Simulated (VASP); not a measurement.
# BP (F-43m) in VASP: vibrations by perturbation theory with LDA

Aim: the vibrations by perturbation theory of BP with LDA.

Everything below comes from runs of VASP 6.6.1. Logs are shortened: lines on timing, memory, paths and dates and some standing lists are left out, and cuts for length are marked.

### Step 1. The cell of the first run

Symmetry: F-43m, No. 216, cubic system. Conventional cell: a = 4.500 Å, b = 4.500 Å, c = 4.500 Å, α = 90.00°, β = 90.00°, γ = 90.00°. B (site symmetry -43m) has 4 P at 1.95 Å within 2.6 Å. Within 2.6 Å of P (site symmetry -43m) lie 4 B at 1.95 Å.

### Step 2. Vibrations by perturbation theory, LDA

File INCAR:

```
  PREC = Accurate
  ENCUT = 500
  EDIFF = 1E-8
  ISMEAR = 0
  SIGMA = 0.01
  LREAL = F
  LASPH = T
  NELM = 120
  ALGO = Normal
  ISIF = 2
  LWAVE = F
  LCHARG = F
  GGA = CA
  NBANDS = 11
  IBRION = 8
  NSW = 1
  GGA_COMPAT = F
```

File KPOINTS:

```
Automatic mesh
0
Gamma
  4 4 4
```

File POSCAR:

```
BP
1.0
    0.0000000000      2.2499382370      2.2499382370
    2.2499382370      0.0000000000      2.2499382370
    2.2499382370      2.2499382370      0.0000000000
B P
1 1
Direct
    0.0000000000      0.0000000000      0.0000000000
    0.2500000000      0.2500000000      0.2500000000
```

Potentials or basis: VASP PAW LDA potentials, release 64 (B, P).

Launch:

```
$ cat potpaw_LDA.64/B/POTCAR potpaw_LDA.64/P/POTCAR > POTCAR
$ mpirun -np 1 vasp_std > vasp.out
```

OUTCAR:

```text
PREC = Accurate
   ENCUT = 500
   EDIFF = 1E-8
   ISMEAR = 0
   LREAL = F
   LASPH = T
   NELM = 120
   ISIF = 2
   GGA = CA
   IBRION = 8
   NSW = 1

 ion  position               nearest neighbor table
   1  0.000  0.000  0.000-   2 1.95   2 1.95   2 1.95   2 1.95
   2  0.250  0.250  0.250-   1 1.95   1 1.95   1 1.95   1 1.95

  LATTYP: Found a face centered cubic cell.
 ALAT       =     4.4998764740

  Lattice vectors:

 A1 = (   0.0000000000,   2.2499382370,   2.2499382370)
 A2 = (   2.2499382370,   0.0000000000,   2.2499382370)
 A3 = (   2.2499382370,   2.2499382370,   0.0000000000)

Analysis of symmetry for initial positions (statically):
=====================================================================
 Subroutine PRICEL returns:
 Original cell was already a primitive cell.

 Routine SETGRP: Setting up the symmetry group for a
 face centered cubic supercell.

 Subroutine GETGRP returns: Found 24 space group operations
 (whereof 24 operations were pure point group operations)
 out of a pool of 48 trial point group operations.

The static configuration has the point symmetry T_d .

Analysis of symmetry for dynamics (positions and initial velocities):
=====================================================================
 Subroutine PRICEL returns:
 Original cell was already a primitive cell.

 Routine SETGRP: Setting up the symmetry group for a
 face centered cubic supercell.

 Subroutine GETGRP returns: Found 24 space group operations
 (whereof 24 operations were pure point group operations)
 out of a pool of 48 trial point group operations.

The dynamic configuration has the point symmetry T_d .

 Subroutine INISYM returns: Found 24 space group operations
 (whereof 24 operations are pure point group operations),
 and found     1 'primitive' translations

----------------------------------------------------------------------------------------

                                     Primitive cell

  volume of cell :      22.7794

  direct lattice vectors                    reciprocal lattice vectors
     0.000000000  2.249938237  2.249938237    -0.222228322  0.222228322  0.222228322
     2.249938237  0.000000000  2.249938237     0.222228322 -0.222228322  0.222228322
     2.249938237  2.249938237  0.000000000     0.222228322  0.222228322 -0.222228322

  length of vectors
     3.181893169  3.181893169  3.181893169     0.384910745  0.384910745  0.384910745

  position of ions in fractional coordinates (direct lattice)
     0.000000000  0.000000000  0.000000000
     0.250000000  0.250000000  0.250000000

  ion indices of the primitive-cell ions
   primitive index   ion index
                 1           1
                 2           2

----------------------------------------------------------------------------------------

 KPOINTS: Automatic mesh

Automatic generation of k-mesh.
 Grid dimensions read from file:
 generate k-points for:    4    4    4

 Generating k-lattice:

  Cartesian coordinates                     Fractional coordinates (reciprocal lattice)
    -0.055557081  0.055557081  0.055557081     0.250000000  0.000000000  0.000000000
     0.055557081 -0.055557081  0.055557081     0.000000000  0.250000000  0.000000000
     0.055557081  0.055557081 -0.055557081     0.000000000  0.000000000  0.250000000

  Length of vectors
     0.096227686  0.096227686  0.096227686

  Shift w.r.t. Gamma in fractional coordinates (k-lattice)
     0.000000000  0.000000000  0.000000000

 Subroutine IBZKPT returns following result:
 ===========================================

 Found      8 irreducible k-points:

 Following reciprocal coordinates:
[... 60 lines left out ...]
  energy-cutoff  :      500.00
  volume of cell :       22.78
 maximum number of plane-waves:       604
   NGX = 11   NGY = 11   NGZ = 11

--------------------------------------- Ionic step        1  -------------------------------------------

 number of electron       8.0000001 magnetization

 Free energy of the ion-electron system (eV)
  ---------------------------------------------------
  ext. energy  EPLUGINS =         0.00000000
  ---------------------------------------------------
  free energy    TOTEN  =       -14.22175795 eV

  energy without entropy =      -14.22175795  energy(sigma->0) =      -14.22175795

 E-fermi :   7.8114     XC(G=0): -11.1813

 val. band max:        7.7530662119   @ k =   0.0000   0.0000   0.0000
 cond. band min:       8.9771954564   @ k =   0.5000   0.5000   0.0000
 fundamental gap:      1.2241292445
 Fermi energy:         7.8113702765

 k-point     1 :       0.0000    0.0000    0.0000
  band No.  band energies     occupation
      1      -7.8802      2.00000
      2       7.7531      2.00000
      3       7.7531      2.00000
      4       7.7531      2.00000
      5      11.1511      0.00000
      6      11.1511      0.00000
      7      11.1511      0.00000
      8      15.5065      0.00000
      9      19.1547      0.00000
     10      19.9820      0.00000
     11      19.9820      0.00000
[... 86 lines left out ...]
  band No.  band energies     occupation
      1      -2.6063      2.00000
      2      -0.2923      2.00000
      3       1.8943      2.00000
      4       2.0955      2.00000
      5      12.9787      0.00000
      6      14.4516      0.00000
      7      15.0701      0.00000
      8      15.3464      0.00000
      9      20.6634      0.00000
     10      24.0913      0.00000
     11      24.3016      0.00000

------------------------ aborting loop because EDIFF is reached ----------------------------------------

  FORCE on cell =-STRESS in cart. coord.  units (eV):
  Direction    XX          YY          ZZ          XY          YZ          ZX
  --------------------------------------------------------------------------------------
  -------------------------------------------------------------------------------------
  Total       -0.0107327     -0.0107327     -0.0107327     -0.0000000     -0.0000000     -0.0000000
  in kB       -0.7548766     -0.7548766     -0.7548766     -0.0000000     -0.0000000     -0.0000000
  external PRESSURE =      -0.7548766 kB  Pullay stress =       0.0000000 kB

 VOLUME and BASIS-vectors are now :
 -----------------------------------------------------------------------------
  energy-cutoff  :      500.00
  volume of cell :       22.78
      direct lattice vectors                 reciprocal lattice vectors
     0.000000000  2.249938237  2.249938237    -0.222228322  0.222228322  0.222228322
     2.249938237  0.000000000  2.249938237     0.222228322 -0.222228322  0.222228322
     2.249938237  2.249938237  0.000000000     0.222228322  0.222228322 -0.222228322

 POSITION                                       TOTAL-FORCE (eV/Angst)
 -----------------------------------------------------------------------------------
      0.00000      0.00000      0.00000        -0.000000     -0.000000     -0.000000
      1.12497      1.12497      1.12497         0.000000      0.000000      0.000000
 -----------------------------------------------------------------------------------
    total drift:                                0.000000      0.000000      0.000000

  FREE ENERGIE OF THE ION-ELECTRON SYSTEM (eV)
  ---------------------------------------------------
  free  energy   TOTEN  =       -14.2217579502 eV

  energy  without entropy=      -14.2217579502  energy(sigma->0) =      -14.22175795

[... ionic steps 2 to 3 ...]

--------------------------------------- Ionic step        4  -------------------------------------------

------------------------ aborting loop because EDIFF is reached ----------------------------------------

[... ionic steps 5 to 6 ...]

--------------------------------------- Ionic step        7  -------------------------------------------

 Free energy of the ion-electron system (eV)
  ---------------------------------------------------
  ---------------------------------------------------
  free energy    TOTEN  =        -0.04133302 eV

  energy without entropy =       -0.04133302

------------------------ aborting loop because EDIFF is reached ----------------------------------------

 INTERNAL STRAIN TENSOR  FOR ION    2  DIRECTION 1   (eV/Angst):
 -----------------------------------------------------------------------------
    -0.01714 -0.00000  0.00000
     0.00000  0.01137 -6.86003
     0.00000 -6.86003  0.01137

 INTERNAL STRAIN TENSOR FOR ION    2 for displacements in x,y,z  (eV/Angst):
          X           Y           Z          XY          YZ          ZX
  --------------------------------------------------------------------------------
  x    -0.00000     0.00000     0.00000     0.00000    -6.86003     0.00000
  y    -0.00000    -0.00000    -0.00000    -0.00000     0.00000    -6.86003
  z     0.00000     0.00000    -0.00000    -6.86003    -0.00000     0.00000

 SECOND DERIVATIVES (NOT SYMMETRIZED)
 ------------------------------------
               1X          1Y          1Z          2X          2Y          2Z
  1X   -20.288056    0.000000    0.000000   20.288056    0.000000    0.000000
  1Y     0.000000  -20.288056    0.000000    0.000000   20.288056    0.000000
  1Z     0.000000    0.000000  -20.288056    0.000000    0.000000   20.288056
  2X    20.297672    0.000000    0.000000  -20.297672    0.000000    0.000000
  2Y     0.000000   20.297672    0.000000    0.000000  -20.297672    0.000000
  2Z     0.000000    0.000000   20.297672    0.000000    0.000000  -20.297672

 Eigenvectors and eigenvalues of the dynamical matrix
 ----------------------------------------------------

   1 f  =   24.875751 THz   156.298951 2PiTHz  829.765726 cm-1   102.877792 meV
             X         Y         Z           dx          dy          dz
      0.000000  0.000000  0.000000    -0.860918    0.000000    0.000000
      1.124969  1.124969  1.124969     0.508744    0.000000    0.000000
[... 21 lines left out ...]
   6 f/i=    0.002582 THz     0.016220 2PiTHz    0.086110 cm-1     0.010676 meV
             X         Y         Z           dx          dy          dz
      0.000000  0.000000  0.000000     0.000000    0.000000   -0.508744
      1.124969  1.124969  1.124969     0.000000    0.000000   -0.860918

--------------------------------------------------------------------------------------------------------

 ELASTIC MODULI CONTR FROM IONIC RELAXATION (kBar)
 Direction    XX          YY          ZZ          XY          YZ          ZX
 --------------------------------------------------------------------------------
 XX          -0.0000      0.0000      0.0000     -0.0000     -0.0000     -0.0000
 YY           0.0000     -0.0000     -0.0000      0.0000      0.0000     -0.0000
 ZZ           0.0000     -0.0000     -0.0000     -0.0000      0.0000     -0.0000
 XY          -0.0000      0.0000     -0.0000   -173.2739     -0.0000     -0.0000
 YZ          -0.0000      0.0000      0.0000     -0.0000   -173.2739      0.0000
 ZX          -0.0000     -0.0000     -0.0000     -0.0000      0.0000   -173.2739
 --------------------------------------------------------------------------------
```

Run time: 25 s. Hardware: 1 thread of Intel Xeon 8259CL, shared host; peak memory 0.14 GiB.

Results:

* Highest phonon frequency at Γ, LO-TO splitting left out: 830 cm⁻¹

Phonon frequencies in cm⁻¹ (negative: imaginary):
```tsv
q point	frequencies
(0.000, 0.000, 0.000)	0 0 0 830 830 830
```

Caveat: the k points lie up to 0.60 Å⁻¹ apart.
